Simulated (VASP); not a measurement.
# Cu (I4/mmm) in VASP: notebook

Aim: see how the results for Cu move with the level of theory and the settings. Levels: r2SCAN, BLYP+D3(BJ), LDA. Tasks: single point, relaxation of cell and atoms.

All numbers are computed with VASP 6.6.1; they aren't measurements. Logs are shortened: lines on timing, memory, paths and dates and some standing lists are left out, and cuts for length are marked.

**1. The cell of the first run**

It takes space group I4/mmm (No. 139, tetragonal). The conventional cell has a = 2.881 Å, b = 2.881 Å, c = 2.766 Å, α = 90.00°, β = 90.00°, γ = 90.00°. Cu (site symmetry 4/mmm) has 14 Cu at 2.46 to 2.88 Å within 3.3 Å.

**2. Single point, r2SCAN**

File POSCAR:

```
Cu
1.0
   -1.4403739383      1.4403739383      1.3827880867
    1.4403739383     -1.4403739383      1.3827880867
    1.4403739383      1.4403739383     -1.3827880867
Cu
1
Direct
    0.0000000000      0.0000000000      0.0000000000
```

File INCAR.step1:

```
SYSTEM = Cu
PREC = Accurate
ENCUT = 520
ISMEAR = 1
SIGMA = 0.15
LREAL = .False.
LASPH = .True.
NELM = 80
NBANDS = 12
GGA = PE
ALGO = Normal
EDIFF = 1E-4
LWAVE = .True.
LCHARG = .False.
```

File INCAR.step2:

```
SYSTEM = Cu
PREC = Accurate
ENCUT = 520
EDIFF = 1E-7
ISMEAR = 1
SIGMA = 0.15
LREAL = .False.
LASPH = .True.
NELM = 80
ALGO = Normal
ISIF = 2
LWAVE = .False.
LCHARG = .False.
METAGGA = R2SCAN
LMIXTAU = .True.
NBANDS = 12
ISTART = 1
```

File KPOINTS:

```
regular mesh
0
Gamma
  16 16 16
  0 0 0
```

Potentials or basis: VASP PAW PBE potentials, release 64 (Cu).

Launch:

```bash
$ cat potpaw_PBE.64/Cu/POTCAR > POTCAR
$ cp INCAR.step1 INCAR
$ mpirun -np 1 vasp_std > vasp.out
$ cp INCAR.step2 INCAR
$ mpirun -np 1 vasp_std > vasp.out
```

OUTCAR:

```text
SYSTEM = Cu
   PREC = Accurate
   ENCUT = 520
   EDIFF = 1E-7
   ISMEAR = 1
   LREAL = .False.
   LASPH = .True.
   NELM = 80
   ISIF = 2
   METAGGA = R2SCAN
   ISTART = 1

 ion  position               nearest neighbor table
   1  0.000  0.000  0.000-

  LATTYP: Found a body centered tetragonal cell.
 ALAT       =     2.8807478766
 C/A-ratio  =     0.9600202072

  Lattice vectors:

 A1 = (  -1.4403739383,   1.4403739383,   1.3827880867)
 A2 = (   1.4403739383,  -1.4403739383,   1.3827880867)
 A3 = (   1.4403739383,   1.4403739383,  -1.3827880867)

Analysis of symmetry for initial positions (statically):
=====================================================================
 Subroutine PRICEL returns:
 Original cell was already a primitive cell.

 Routine SETGRP: Setting up the symmetry group for a
 body centered tetragonal supercell.

 Subroutine GETGRP returns: Found 16 space group operations
 (whereof 16 operations were pure point group operations)
 out of a pool of 16 trial point group operations.

The static configuration has the point symmetry D_4h.

Analysis of symmetry for dynamics (positions and initial velocities):
=====================================================================
 Subroutine PRICEL returns:
 Original cell was already a primitive cell.

 Routine SETGRP: Setting up the symmetry group for a
 body centered tetragonal supercell.

 Subroutine GETGRP returns: Found 16 space group operations
 (whereof 16 operations were pure point group operations)
 out of a pool of 16 trial point group operations.

The dynamic configuration has the point symmetry D_4h.

 Subroutine INISYM returns: Found 16 space group operations
 (whereof 16 operations are pure point group operations),
 and found     1 'primitive' translations

----------------------------------------------------------------------------------------

                                     Primitive cell

  volume of cell :      11.4754

  direct lattice vectors                    reciprocal lattice vectors
    -1.440373938  1.440373938  1.382788087     0.000000000  0.347132079  0.361588305
     1.440373938 -1.440373938  1.382788087     0.347132079  0.000000000  0.361588305
     1.440373938  1.440373938 -1.382788087     0.347132079  0.347132079  0.000000000

  length of vectors
     2.462002652  2.462002652  2.462002652     0.501245232  0.501245232  0.490918894

  position of ions in fractional coordinates (direct lattice)
     0.000000000  0.000000000  0.000000000
[... 77 lines left out ...]
   LREAL  =      F    real-space projection
   EDIFFG = 0.1E-05   stopping-criterion for IOM
   NSW    =      0    number of steps for IOM
   IBRION =     -1    ionic relax: 0-MD 1-quasi-New 2-CG
   NFREE  =      0    steps in history (QN), initial steepest desc. (CG)
   ISIF   =      2    stress and relaxation
   ISYM   =      2    0-nonsym 1-usesym 2-fastsym
   POTIM  = 0.5000    time-step for ionic-motion
   TEBEG  =    0.0;   TEEND  =   0.0 temperature during run
   PSTRESS=    0.0 pullay stress
   NELECT =      11.0000    total number of electrons
   NUPDOWN=      -1.0000    fix difference up-down
   EMIN   =  10.00;   EMAX   =-10.00  energy-range for DOS
   EFERMI =   0.00;   METHOD = LEGACY
   ISMEAR =     1;   SIGMA  =   0.15  broadening in eV -4-tet -1-fermi 0-gaus
   EFERMI_NEDOS =   21; number of points for ismear=-14 and -15
   IALGO  =     38    algorithm
   IMIX   =      4    mixing-type and parameters
     AMIX     =   0.40;   BMIX     =  1.00
     AMIX_MAG =   1.60;   BMIX_MAG =  1.00
  volume/ion in A,a.u.               =      11.48        77.44
  Fermi-wavevector in a.u.,A,eV,Ry     =   1.614174  3.050347 35.450765  2.605558
  Thomas-Fermi vector in A             =   2.709125
   LORBIT       =      0    0 simple, 1 ext, 2 COOP (PROOUT), +10 PAW based schemes
   METAGGA = R2SCAN    functional components
   LHFCALC =     F    Hartree Fock is set to
   AEXX    =    0.0000 exact exchange contribution
   IVDW    =     0    specifies the selected vdW correction
   LEPSILON=     F    determine dielectric tensor
   LRPA    =     F    only Hartree local field effects (RPA)
 non-spin polarized calculation
 Methfessel and Paxton  Order N= 1 SIGMA  =   0.15
  energy-cutoff  :      520.00
  volume of cell :       11.48
 maximum number of plane-waves:       329
   NGX =  9   NGY =  9   NGZ =  9

 number of electron      10.9999995 magnetization

 Free energy of the ion-electron system (eV)
  ---------------------------------------------------
  ext. energy  EPLUGINS =         0.00000000
  ---------------------------------------------------
  free energy    TOTEN  =       -10.78556766 eV

  energy without entropy =      -10.78490328  energy(sigma->0) =      -10.78534620

 E-fermi :   7.7644     XC(G=0): -13.9447

 val. band max:        7.7583106995   @ k =   0.2500   0.1250   0.1250
 cond. band min:       7.7673579638   @ k =   0.1875   0.1875   0.1250
 fundamental gap:      0.0090472642
 Fermi energy:         7.7644108460

 k-point     1 :       0.0000    0.0000    0.0000
  band No.  band energies     occupation
      1      -2.1390      2.00000
      2       4.3374      2.00000
      3       4.5031      2.00000
      4       4.5033      2.00000
      5       5.4001      2.00000
      6       5.5741      2.00000
      7      33.6723      0.00000
      8      33.6724      0.00000
      9      34.7854      0.00000
     10      37.9477      0.00000
     11      38.0563      0.00000
     12      38.0564      0.00000
[... 331 lines left out ...]
 k-point    24 :      -0.0625    0.0625    0.0000
  band No.  band energies     occupation
      1      -1.9836      2.00000
      2       4.3393      2.00000
      3       4.4763      2.00000
      4       4.5623      2.00000
      5       5.3703      2.00000
      6       5.5719      2.00000
      7      31.7764      0.00000
      8      33.5281      0.00000
      9      34.4033      0.00000
     10      36.5674      0.00000
     11      36.5744      0.00000
     12      37.0268      0.00000

 [... further k-points ...]
[... 5 lines left out ...]
  --------------------------------------------------------------------------------------
  -------------------------------------------------------------------------------------
  Total        0.0527031      0.0527031      0.0416956      0.0000000      0.0000000      0.0000000
  in kB        7.3583574      7.3583574      5.8215015      0.0000000      0.0000000      0.0000000
  external PRESSURE =       6.8460721 kB  Pullay stress =       0.0000000 kB

 VOLUME and BASIS-vectors are now :
 -----------------------------------------------------------------------------
  energy-cutoff  :      520.00
  volume of cell :       11.48
      direct lattice vectors                 reciprocal lattice vectors
    -1.440373938  1.440373938  1.382788087     0.000000000  0.347132079  0.361588305
     1.440373938 -1.440373938  1.382788087     0.347132079  0.000000000  0.361588305
     1.440373938  1.440373938 -1.382788087     0.347132079  0.347132079  0.000000000

 POSITION                                       TOTAL-FORCE (eV/Angst)
 -----------------------------------------------------------------------------------
      0.00000      0.00000      0.00000         0.000000     -0.000000      0.000000
 -----------------------------------------------------------------------------------
    total drift:                                0.000000      0.000000      0.000000

  FREE ENERGIE OF THE ION-ELECTRON SYSTEM (eV)
  ---------------------------------------------------
  free  energy   TOTEN  =       -10.7855676584 eV

  energy  without entropy=      -10.7849032790  energy(sigma->0) =      -10.78534620
```

OUTCAR.step1:

```text
SYSTEM = Cu
   PREC = Accurate
   ENCUT = 520
   ISMEAR = 1
   LREAL = .False.
   LASPH = .True.
   NELM = 80
[... 577 lines left out ...]
 -----------------------------------------------------------------------------------
      0.00000      0.00000      0.00000        -0.000000     -0.000000      0.000000
 -----------------------------------------------------------------------------------
    total drift:                                0.000000     -0.000000      0.000000

  FREE ENERGIE OF THE ION-ELECTRON SYSTEM (eV)
  ---------------------------------------------------
  free  energy   TOTEN  =        -3.6741523882 eV

  energy  without entropy=       -3.6735339723  energy(sigma->0) =       -3.67394625
```

It took 92 s on 1 thread of Intel Xeon 6975P-C (Granite Rapids), shared host; peak memory 0.15 GiB.

Results:

* Free energy: -10.7856 eV
* Pressure: 0.7 GPa

Caveat: the PAW data sets were made with another functional, which shifts forces and pressure a little.

**3. Relaxation of cell and atoms, BLYP+D3(BJ)**

File INCAR:

```
SYSTEM = Cu
PREC = Accurate ; ENCUT = 600
EDIFF = 1E-6 ; ISMEAR = 1
SIGMA = 0.15 ; LREAL = .FALSE.
LASPH = .TRUE. ; NELM = 100
ALGO = Normal ; ISIF = 3
LWAVE = .FALSE. ; LCHARG = .FALSE.
GGA = B5 ; ALDAX = 1.0
AGGAX = 1.0 ; AGGAC = 1.0
ALDAC = 0.0 ; IVDW = 12
VDW_S6 = 1.0 ; VDW_S8 = 2.6996
VDW_A1 = 0.4298 ; VDW_A2 = 4.2359
IBRION = 2 ; NSW = 80
EDIFFG = -0.005
```

File KPOINTS:

```
Automatic mesh
0
G
  16 16 16
  0 0 0
```

File POSCAR:

```
Cu
1.0
   -1.4427900000      1.4427900000      1.3760800000
    1.4427900000     -1.4427900000      1.3760800000
    1.4427900000      1.4427900000     -1.3760800000
Cu
1
Direct
    0.0000000000      0.0000000000      0.0000000000
```

Potentials or basis: VASP PAW PBE potentials, release 64 (Cu).

Launch:

```bash
$ cat potpaw_PBE.64/Cu/POTCAR > POTCAR
$ mpirun -np 1 vasp_std > vasp.out
```

Run time: 6.3 min. Hardware: 1 thread of Intel Xeon 6975P-C (Granite Rapids), shared host; peak memory 0.2 GiB.

Results (log left out):

```yaml
Free_energy: -4.2422 eV
Relaxed_volume: 11.22 Å³/atom
Relaxed_cell: a = 2.449 Å, b = 2.449 Å, c = 2.449 Å, α = 106.69°, β = 106.69°, γ = 115.20°
Space_group_after_relaxing_to_0.05_Å: I4/mmm (No. 139)
Energy_gained_by_relaxing: 3.9 meV/atom
Ionic_steps: 31
Pressure_after_relaxing: 0.0 GPa
Dispersion_energy_per_atom: -1.390 eV
```

Stress tensor (GPa, compression positive):
```
-0.02  0.00  0.00
 0.00 -0.02  0.00
 0.00  0.00  0.06
```

The path:
```csv
step,energy change (eV),largest force (eV/Å),pressure (GPa),volume (Å³)
1,0.0000,0.0000,-3.45,11.46
2,-0.0017,0.0000,2.36,11.05
3,-0.0028,0.0000,-0.01,11.21
4,-0.0028,0.0000,0.05,11.20
5,-0.0028,0.0000,0.08,11.20
6,-0.0028,0.0000,0.11,11.20
7,-0.0028,0.0000,0.07,11.20
8,-0.0029,0.0000,0.07,11.20
9,-0.0032,0.0000,0.08,11.20
10,-0.0037,0.0000,0.49,11.20
11,-0.0038,0.0000,0.41,11.20
12,-0.0039,0.0000,0.24,11.20
13,-0.0039,0.0000,0.32,11.20
14,-0.0039,0.0000,0.25,11.20
15,-0.0039,0.0000,0.06,11.22
16,-0.0039,0.0000,0.07,11.22
17,-0.0039,0.0000,0.11,11.22
18,-0.0039,0.0000,0.14,11.22
19,-0.0039,0.0000,0.15,11.22
20,-0.0039,0.0000,-0.29,11.22
21,-0.0038,0.0000,0.44,11.19
22,-0.0039,0.0000,0.29,11.21
23,-0.0039,0.0000,0.22,11.21
24,-0.0039,0.0000,0.16,11.21
25,-0.0039,0.0000,0.13,11.22
26,-0.0039,0.0000,0.12,11.22
27,-0.0039,0.0000,-0.25,11.22
28,-0.0039,0.0000,0.36,11.22
29,-0.0039,0.0000,-0.01,11.22
30,-0.0039,0.0000,0.13,11.22
31,-0.0039,0.0000,0.01,11.22
```

Final structure:
```xyz
1
Lattice="-1.4623 1.4623 1.3124 1.4623 -1.4623 1.3124 1.4623 1.4623 -1.3124" Properties=species:S:1:pos:R:3 pbc="T T T"
Cu    0.0000    0.0000    0.0000
```

Levels at points of the mesh, in eV from the Fermi level:
```
           k point  band 3  band 4  band 5  band 6  band 7  band 8  band 9
(0.00, 0.00, 0.00)   -3.22   -3.22   -2.63   -2.12   24.34   24.34   27.77
(0.50, 0.00, 0.00)   -2.39   -1.95   -1.53   -0.26    5.04   17.04   17.18
(0.50, 0.50, 0.00)   -2.72   -2.33   -1.57   -1.10    3.78   20.18   20.39
(0.50, 0.50, 0.50)   -1.74   -1.74   -1.62    7.07    7.07   11.41   13.23
```

Caveat: the PAW data sets were made with another functional, which shifts forces and pressure a little; pairwise dispersion overbinds metals, which lowers pressure and volume.

**4. Relaxation of cell and atoms, LDA**

File INCAR:

```
  ALGO = Normal
  EDIFF = 1E-6
  EDIFFG = -0.005
  ENCUT = 600
  GGA = CA
  IBRION = 2
  ISIF = 3
  ISMEAR = 1
  LASPH = True
  LCHARG = False
  LREAL = False
  LWAVE = False
  NELM = 60
  NSW = 80
  PREC = Accurate
  SIGMA = 0.15
```

File KPOINTS:

```
k-points
0
Gamma
  16 16 16
```

POSCAR is that of step 3.

Potentials or basis: VASP PAW LDA potentials, release 64 (Cu).

Launch:

```bash
$ cat potpaw_LDA.64/Cu/POTCAR > POTCAR
$ mpirun -np 1 vasp_std > vasp.out
```

Run time: 57 s. Hardware: 1 thread of Intel Xeon 6975P-C (Granite Rapids), shared host; peak memory 0.16 GiB.

The run converged. Its results:

```
Free energy                            : -4.6635 eV
Relaxed volume                         : 10.98 Å³/atom
Relaxed cell                           : a = 2.426 Å, b = 2.426 Å, c = 2.426 Å, α = 108.21°, β = 108.21°, γ = 112.03°
Space group after relaxing (to 0.05 Å) : I4/mmm (No. 139)
Energy gained by relaxing              : 10.8 meV/atom
Ionic steps                            : 3
Pressure after relaxing                : 0.0 GPa
```

The path:
```tsv
step	energy change (eV)	largest force (eV/Å)	pressure (GPa)	volume (Å³)
1	0.0000	0.0000	-6.96	11.46
2	-0.0050	0.0000	5.91	10.65
3	-0.0108	0.0000	0.01	10.98
```

Final structure:
```cif
data_structure
_symmetry_space_group_name_H-M 'P 1'
_symmetry_Int_Tables_number 1
_cell_length_a 2.4265
_cell_length_b 2.4265
_cell_length_c 2.4265
_cell_angle_alpha 108.209
_cell_angle_beta 108.209
_cell_angle_gamma 112.026
_cell_volume 10.98
loop_
_atom_site_label
_atom_site_type_symbol
_atom_site_fract_x
_atom_site_fract_y
_atom_site_fract_z
_atom_site_occupancy
Cu1 Cu 0.00000 0.00000 0.00000 1
```

Levels at points of the mesh, in eV from the Fermi level:
| k point | band 2 | band 3 | band 4 | band 5 | band 6 | band 7 | band 8 | band 9 |
| --- | --- | --- | --- | --- | --- | --- | --- | --- |
| (0.00, 0.00, 0.00) | -3.55 | -3.34 | -3.34 | -2.40 | -2.17 | 25.32 | 25.32 | 26.60 |
| (0.50, 0.00, 0.00) | -4.30 | -2.30 | -2.06 | -1.45 | -0.65 | 4.90 | 17.69 | 17.84 |
| (0.50, 0.50, 0.00) | -4.04 | -2.48 | -2.21 | -1.48 | -1.03 | 4.35 | 18.97 | 19.32 |
| (0.50, 0.50, 0.50) | -5.09 | -1.67 | -1.67 | -1.61 | 7.83 | 7.83 | 9.73 | 13.76 |

**5. Summary**

| task | level | potentials or basis | cell | cutoff (eV) | gap on the mesh (eV) | pressure (GPa) | relaxed volume (Å³/atom) |
| --- | --- | --- | --- | --- | --- | --- | --- |
| single point | r2SCAN | VASP PAW PBE potentials, release 64 (Cu) | a = 2.462 Å, angles 108.4, 108.4, 111.7°, 1 atom | 520 | none | 0.7 | - |
| relaxation of cell and atoms | BLYP+D3(BJ) | VASP PAW PBE potentials, release 64 (Cu) | relaxed from a = 2.461 Å, angles 108.2, 108.2, 112.0°, 1 atom | 600 | none | 0.0 | 11.22 |
| relaxation of cell and atoms | LDA | VASP PAW LDA potentials, release 64 (Cu) | relaxed from a = 2.461 Å, angles 108.2, 108.2, 112.0°, 1 atom | 600 | none | 0.0 | 10.98 |

Alike in all rows: no spin polarisation; k mesh 16 × 16 × 16; smearing methfessel-paxton 0.15 eV.

Caveats: the PAW data sets were made with another functional, which shifts forces and pressure a little (some runs); pairwise dispersion overbinds metals, which lowers pressure and volume (some runs).

Absolute energies hang on the potentials; compare differences alone.
